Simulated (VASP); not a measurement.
Hf, 2 atoms in the cell. Symmetry: P6_3/mmc, No. 194, hexagonal system. The conventional cell has a = 3.259 Å, b = 3.259 Å, c = 5.157 Å, α = 90.00°, β = 90.00°, γ = 120.00°. Hf (site symmetry -6m2) has 12 Hf at 3.19 to 3.26 Å within 4.2 Å. 

```yaml
Program: VASP 6.6.1
Task: electric field gradients
Functional: PBE
Potentials_or_basis: VASP PAW PBE potentials, release 64 (Hf_pv)
Cutoff: 520 eV
k_mesh: 13 × 13 × 7
Occupations: fermi-dirac, width 0.05 eV
Spin: no spin polarisation
Dipole_correction: no
Further_INCAR_settings: ALGO = Normal; EDIFF = 1e-08; NBANDS = 17
```

Potentials or basis: VASP PAW PBE potentials, release 64 (Hf_pv).

The run is started by

```sh
$ cat potpaw_PBE.64/Hf_pv/POTCAR > POTCAR
$ mpirun -np 1 vasp_std > vasp.out
```

Hardware: 1 thread of Intel Xeon 8259CL (shared host).

Q: How long does it take, and how much memory?

A: Wall time 68 s on 1 thread of Intel Xeon 8259CL, on a shared host, peak memory 0.2 GiB. Counts: scf iterations 15, k points 84.
